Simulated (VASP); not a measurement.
# C in VASP: notebook

The runs below take C through single point, relaxation of the atoms, with PBE+D3(BJ).

Everything below comes from runs of VASP 6.6.1. Logs are shortened: lines on timing, memory, paths and dates and some standing lists are left out, and cuts for length are marked.

## (1) The cell of the first run

The cell holds a slab with vacuum, 32 atoms: a = 9.864 Å, b = 9.864 Å, c = 11.000 Å, α = 90.00°, β = 90.00°, γ = 120.00°.

## (2) Single point, PBE+D3(BJ)

INCAR

```
ALGO     = Normal         # electronic algorithm
EDIFF    = 1E-7           # SCF threshold, eV
ENCUT    = 520            # plane-wave cutoff, eV
GGA      = PE             # functional
ISIF     = 2              # what is computed and relaxed
ISMEAR   = -1             # smearing method
IVDW     = 12             # dispersion correction
LASPH    = T              # aspherical terms in the spheres
LCHARG   = T              # write CHGCAR
LELF     = T              # ELF
LREAL    = Auto         
LVHAR    = T            
LWAVE    = F              # write WAVECAR
NBANDS   = 86             # bands
NELM     = 60             # most SCF steps
PREC     = Accurate       # precision mode
SIGMA    = 0.02           # smearing width, eV
```

KPOINTS

```
k-points
0
Gamma
  1 1 1
```

POSCAR

```
C
1.0
    9.8640002408      0.0000000000      0.0000000000
   -4.9320001204      8.5424747915      0.0000000000
    0.0000000000      0.0000000000     11.0000000000
C
32
Direct
    0.0000000000      0.0000000000      0.0909091000
    0.1666666667      0.0833333333      0.0909091000
    0.0000000000      0.2500000000      0.0909091000
    0.1666666667      0.3333333333      0.0909091000
    0.0000000000      0.5000000000      0.0909091000
    0.1666666667      0.5833333333      0.0909091000
    0.0000000000      0.7500000000      0.0909091000
    0.1666666667      0.8333333333      0.0909091000
    0.2500000000      0.0000000000      0.0909091000
    0.4166666667      0.0833333333      0.0909091000
    0.2500000000      0.2500000000      0.0909091000
    0.4166666667      0.3333333333      0.0909091000
    0.2500000000      0.5000000000      0.0909091000
    0.4166666667      0.5833333333      0.0909091000
    0.2500000000      0.7500000000      0.0909091000
    0.4166666667      0.8333333333      0.0909091000
    0.5000000000      0.0000000000      0.0909091000
    0.6666666667      0.0833333333      0.0909091000
    0.5000000000      0.2500000000      0.0909091000
    0.6666666667      0.3333333333      0.0909091000
    0.5000000000      0.5000000000      0.0909091000
    0.6666666667      0.5833333333      0.0909091000
    0.5000000000      0.7500000000      0.0909091000
    0.6666666667      0.8333333333      0.0909091000
    0.7500000000      0.0000000000      0.0909091000
    0.9166666667      0.0833333333      0.0909091000
    0.7500000000      0.2500000000      0.0909091000
    0.9166666667      0.3333333333      0.0909091000
    0.7500000000      0.5000000000      0.0909091000
    0.9166666667      0.5833333333      0.0909091000
    0.7500000000      0.7500000000      0.0909091000
    0.9166666667      0.8333333333      0.0909091000
```

Potentials or basis: VASP PAW PBE potentials, release 64 (C).

The run is started by

```console
$ cat potpaw_PBE.64/C/POTCAR > POTCAR
$ mpirun -np 1 vasp_gam > vasp.out
```

OUTCAR:

```text
EDIFF = 1E-7
   ENCUT = 520
   GGA = PE
   ISIF = 2
   ISMEAR = -1
   IVDW = 12
   LASPH = T
   LREAL = Auto
   NELM = 60
   PREC = Accurate
 IVDW          = 12

 ion  position               nearest neighbor table
   1  0.000  0.000  0.091-  26 1.42   2 1.42  32 1.42
   2  0.167  0.083  0.091-   9 1.42   1 1.42  11 1.42
   3  0.000  0.250  0.091-  28 1.42   4 1.42  26 1.42
   4  0.167  0.333  0.091-  11 1.42   3 1.42  13 1.42
   5  0.000  0.500  0.091-  30 1.42   6 1.42  28 1.42
   6  0.167  0.583  0.091-  13 1.42   5 1.42  15 1.42
[... 33 lines left out ...]
 A1 = (   9.8640002408,   0.0000000000,   0.0000000000)
 A2 = (  -4.9320001204,   8.5424747915,   0.0000000000)
 A3 = (   0.0000000000,   0.0000000000,  11.0000000000)

Analysis of symmetry for initial positions (statically):
=====================================================================
 Subroutine PRICEL returns following result:

  LATTYP: Found a hexagonal cell.
 ALAT       =     2.4660000602
 C/A-ratio  =     4.4606649357

  Lattice vectors:

 A1 = (   2.4660000602,   0.0000000000,   0.0000000000)
 A2 = (  -1.2330000301,   2.1356186979,   0.0000000000)
 A3 = (   0.0000000000,   0.0000000000,  11.0000000000)

  16 primitive cells build up your supercell.

 Routine SETGRP: Setting up the symmetry group for a
 hexagonal supercell.

 Subroutine GETGRP returns: Found 24 space group operations
 (whereof  6 operations were pure point group operations)
 out of a pool of 24 trial point group operations.

The static configuration has the point symmetry C_3v.
 The point group associated with its full space group is D_6h.

Analysis of symmetry for dynamics (positions and initial velocities):
=====================================================================
 Subroutine PRICEL returns following result:

  LATTYP: Found a hexagonal cell.
 ALAT       =     2.4660000602
 C/A-ratio  =     4.4606649357

  Lattice vectors:

 A1 = (   2.4660000602,   0.0000000000,   0.0000000000)
 A2 = (  -1.2330000301,   2.1356186979,   0.0000000000)
 A3 = (   0.0000000000,   0.0000000000,  11.0000000000)

  16 primitive cells build up your supercell.

 Routine SETGRP: Setting up the symmetry group for a
 hexagonal supercell.

 Subroutine GETGRP returns: Found 24 space group operations
 (whereof  6 operations were pure point group operations)
 out of a pool of 24 trial point group operations.

[... 78 lines left out ...]
   LREAL  =      T    real-space projection
   EDIFFG = 0.1E-05   stopping-criterion for IOM
   NSW    =      0    number of steps for IOM
   IBRION =     -1    ionic relax: 0-MD 1-quasi-New 2-CG
   NFREE  =      0    steps in history (QN), initial steepest desc. (CG)
   ISIF   =      2    stress and relaxation
   ISYM   =      2    0-nonsym 1-usesym 2-fastsym
   POTIM  = 0.5000    time-step for ionic-motion
   TEBEG  =    0.0;   TEEND  =   0.0 temperature during run
   PSTRESS=    0.0 pullay stress
   NELECT =     128.0000    total number of electrons
   NUPDOWN=      -1.0000    fix difference up-down
   EMIN   =  10.00;   EMAX   =-10.00  energy-range for DOS
   EFERMI =   0.00;   METHOD = LEGACY
   ISMEAR =    -1;   SIGMA  =   0.02  broadening in eV -4-tet -1-fermi 0-gaus
   EFERMI_NEDOS =   21; number of points for ismear=-14 and -15
   IALGO  =     38    algorithm
   IMIX   =      4    mixing-type and parameters
     AMIX     =   0.40;   BMIX     =  1.00
     AMIX_MAG =   1.60;   BMIX_MAG =  1.00
  volume/ion in A,a.u.               =      28.97       195.47
  Fermi-wavevector in a.u.,A,eV,Ry     =   0.846191  1.599069  9.742302  0.716039
  Thomas-Fermi vector in A             =   1.961499
   LORBIT       =      0    0 simple, 1 ext, 2 COOP (PROOUT), +10 PAW based schemes
   GGA     = PE    functional components
   LHFCALC =     F    Hartree Fock is set to
   AEXX    =    0.0000 exact exchange contribution
   IVDW    =    12    specifies the selected vdW correction
   LEPSILON=     F    determine dielectric tensor
   LRPA    =     F    only Hartree local field effects (RPA)
 non-spin polarized calculation
  energy-cutoff  :      520.00
  volume of cell :      926.89
 maximum number of plane-waves:     12471
 NGX is ok and might be reduce to    80
   NGX = 37   NGY = 37   NGZ = 41

 number of electron     128.0000003 magnetization

 Free energy of the ion-electron system (eV)
  ---------------------------------------------------
  ext. energy  EPLUGINS =         0.00000000
  ---------------------------------------------------
  free energy    TOTEN  =      -295.74292016 eV

  energy without entropy =     -295.74292016  energy(sigma->0) =     -295.74292016

 E-fermi :  -3.2879     XC(G=0):  -3.8878

 val. band max:       -3.8675403516   @ k =   0.0000   0.0000   0.0000
 cond. band min:       0.1695531770   @ k =   0.0000   0.0000   0.0000
 fundamental gap:      4.0370935286
 Fermi energy:        -3.2878751978

 k-point     1 :       0.0000    0.0000    0.0000
  band No.  band energies     occupation
      1     -21.0279      2.00000
      2     -19.5624      2.00000
      3     -19.5624      2.00000
      4     -19.5624      2.00000
      5     -19.5624      2.00000
      6     -19.5624      2.00000
[... 68 lines left out ...]
     75       2.9736      0.00000
     76       3.6665      0.00000
 [bands above 76 left out]

------------------------ aborting loop because EDIFF is reached ----------------------------------------

 Edisp (eV)   -2.85388

 E8    (eV) :    -0.8877

  FORCE on cell =-STRESS in cart. coord.  units (eV):
  Direction    XX          YY          ZZ          XY          YZ          ZX
  --------------------------------------------------------------------------------------
  -------------------------------------------------------------------------------------
  Total      -0.39924    -0.39924    -0.23930     0.00000     0.00000     0.00000
  in kB      -0.69011    -0.69011    -0.41365     0.00000     0.00000     0.00000
  external pressure =       -0.60 kB  Pullay stress =        0.00 kB

 VOLUME and BASIS-vectors are now :
 -----------------------------------------------------------------------------
  energy-cutoff  :      520.00
  volume of cell :      926.89
      direct lattice vectors                 reciprocal lattice vectors
     9.864000241  0.000000000  0.000000000     0.101378749  0.058531048  0.000000000
    -4.932000120  8.542474792  0.000000000     0.000000000  0.117062096  0.000000000
     0.000000000  0.000000000 11.000000000     0.000000000  0.000000000  0.090909091

 POSITION                                       TOTAL-FORCE (eV/Angst)
 -----------------------------------------------------------------------------------
      0.00000      0.00000      1.00000         0.000000      0.000000      0.000000
      1.23300      0.71187      1.00000        -0.000000      0.000000     -0.000000
     -1.23300      2.13562      1.00000         0.000000     -0.000000     -0.000000
      0.00000      2.84749      1.00000        -0.000000      0.000000     -0.000000
     -2.46600      4.27124      1.00000         0.000000     -0.000000     -0.000000
     -1.23300      4.98311      1.00000         0.000000     -0.000000      0.000000
[... 24 lines left out ...]
      3.69900      6.40686      1.00000         0.000000     -0.000000      0.000000
      4.93200      7.11873      1.00000         0.000000     -0.000000     -0.000000
 -----------------------------------------------------------------------------------
    total drift:                               -0.000023      0.000013     -0.000080

  FREE ENERGIE OF THE ION-ELECTRON SYSTEM (eV)
  ---------------------------------------------------
  free  energy   TOTEN  =      -298.5968005581 eV

  energy  without entropy=     -298.5968005581  energy(sigma->0) =     -298.59680056
```

stdout:

```text
POSCAR found type information on POSCAR C
 POSCAR found :  1 types and      32 ions
 scaLAPACK will be used
 LDA part: xc-table for (Slater+PW92), standard interpolation
 POSCAR, INCAR and KPOINTS ok, starting setup
 FFT: planning ... GRIDC
 FFT: planning ... GRID_SOFT
 FFT: planning ... GRID
 WAVECAR not read
 entering main loop
```

It took 2.3 min on 1 thread of Intel Xeon Platinum 8488C (Sapphire Rapids), shared host; peak memory 0.89 GiB.

Results:

* Free energy: -298.5968 eV
* Band gap on the k mesh: 4.04 eV
* Dispersion energy per atom: -0.089 eV

Levels at points of the mesh, in eV from the valence-band top:
| k point | band 60 | band 61 | band 62 | band 63 | band 64 | band 65 | band 66 | band 67 | band 68 | band 69 |
| --- | --- | --- | --- | --- | --- | --- | --- | --- | --- | --- |
| (0.00, 0.00, 0.00) | -0.38 | -0.38 | 0.00 | 0.00 | 0.00 | 4.04 | 4.04 | 4.04 | 5.18 | 5.18 |

Caveat: the k points lie up to 0.74 Å⁻¹ apart.

## (3) Relaxation of the atoms, PBE+D3(BJ)

INCAR

```
PREC = Accurate ; ENCUT = 520
EDIFF = 1E-7 ; ISMEAR = -1
SIGMA = 0.02 ; LREAL = Auto
LASPH = T ; NELM = 80
ALGO = Normal ; ISIF = 2
LWAVE = F ; LCHARG = F
GGA = PE ; IVDW = 12
IBRION = 2 ; NSW = 45
EDIFFG = -0.08
```

KPOINTS

```
Automatic mesh
0
Gamma
  1 1 1
```

POSCAR

```
C
1.0
    9.8640000000      0.0000000000      0.0000000000
   -4.9320000000      8.5424750000      0.0000000000
    0.0000000000      0.0000000000     11.0000000000
C
32
Direct
    0.0000000000      0.0000000000      0.0909091000
    0.1666667000      0.0833333000      0.0909091000
    0.0000000000      0.2500000000      0.0909091000
    0.1666667000      0.3333333000      0.0909091000
    0.0000000000      0.5000000000      0.0909091000
    0.1666667000      0.5833333000      0.0909091000
    0.0000000000      0.7500000000      0.0909091000
    0.1666667000      0.8333333000      0.0909091000
    0.2500000000      0.0000000000      0.0909091000
    0.4166667000      0.0833333000      0.0909091000
    0.2500000000      0.2500000000      0.0909091000
    0.4166667000      0.3333333000      0.0909091000
    0.2500000000      0.5000000000      0.0909091000
    0.4166667000      0.5833333000      0.0909091000
    0.2500000000      0.7500000000      0.0909091000
    0.4166667000      0.8333333000      0.0909091000
    0.5000000000      0.0000000000      0.0909091000
    0.6666667000      0.0833333000      0.0909091000
    0.5000000000      0.2500000000      0.0909091000
    0.6666667000      0.3333333000      0.0909091000
    0.5000000000      0.5000000000      0.0909091000
    0.6666667000      0.5833333000      0.0909091000
    0.5000000000      0.7500000000      0.0909091000
    0.6666667000      0.8333333000      0.0909091000
    0.7500000000      0.0000000000      0.0909091000
    0.9166667000      0.0833333000      0.0909091000
    0.7500000000      0.2500000000      0.0909091000
    0.9166667000      0.3333333000      0.0909091000
    0.7500000000      0.5000000000      0.0909091000
    0.9166667000      0.5833333000      0.0909091000
    0.7500000000      0.7500000000      0.0909091000
    0.9166667000      0.8333333000      0.0909091000
```

Potentials or basis: VASP PAW PBE potentials, release 64 (C).

The run is started by

```console
$ cat potpaw_PBE.64/C/POTCAR > POTCAR
$ mpirun -np 1 vasp_gam > vasp.out
```

Wall time 2.9 min (1 thread of Intel Xeon Platinum 8488C (Sapphire Rapids), shared host); peak memory 0.87 GiB.

Results (log left out):

| Item | Value |
| --- | --- |
| Free energy | -298.5968 eV |
| Band gap on the k mesh | 4.04 eV |
| Dispersion energy per atom | -0.089 eV |

Final structure:
```
CELL_PARAMETERS angstrom
9.86400 0.00000 0.00000
-4.93200 8.54247 0.00000
0.00000 0.00000 11.00000
ATOMIC_POSITIONS crystal
C 0.00000 0.00000 0.09091
C 0.16667 0.08333 0.09091
C 0.00000 0.25000 0.09091
C 0.16667 0.33333 0.09091
C 0.00000 0.50000 0.09091
C 0.16667 0.58333 0.09091
C 0.00000 0.75000 0.09091
C 0.16667 0.83333 0.09091
C 0.25000 0.00000 0.09091
C 0.41667 0.08333 0.09091
C 0.25000 0.25000 0.09091
C 0.41667 0.33333 0.09091
C 0.25000 0.50000 0.09091
C 0.41667 0.58333 0.09091
C 0.25000 0.75000 0.09091
C 0.41667 0.83333 0.09091
C 0.50000 0.00000 0.09091
C 0.66667 0.08333 0.09091
C 0.50000 0.25000 0.09091
C 0.66667 0.33333 0.09091
C 0.50000 0.50000 0.09091
C 0.66667 0.58333 0.09091
C 0.50000 0.75000 0.09091
C 0.66667 0.83333 0.09091
C 0.75000 0.00000 0.09091
C 0.91667 0.08333 0.09091
C 0.75000 0.25000 0.09091
C 0.91667 0.33333 0.09091
C 0.75000 0.50000 0.09091
C 0.91667 0.58333 0.09091
C 0.75000 0.75000 0.09091
C 0.91667 0.83333 0.09091
```

Levels at points of the mesh, in eV from the valence-band top:
```
           k point  band 62  band 63  band 64  band 65  band 66  band 67
(0.00, 0.00, 0.00)     0.00     0.00     0.00     4.04     4.04     4.04
```

Caveat: the k points lie up to 0.74 Å⁻¹ apart; the relaxation stopped at its first step, so nothing moved.
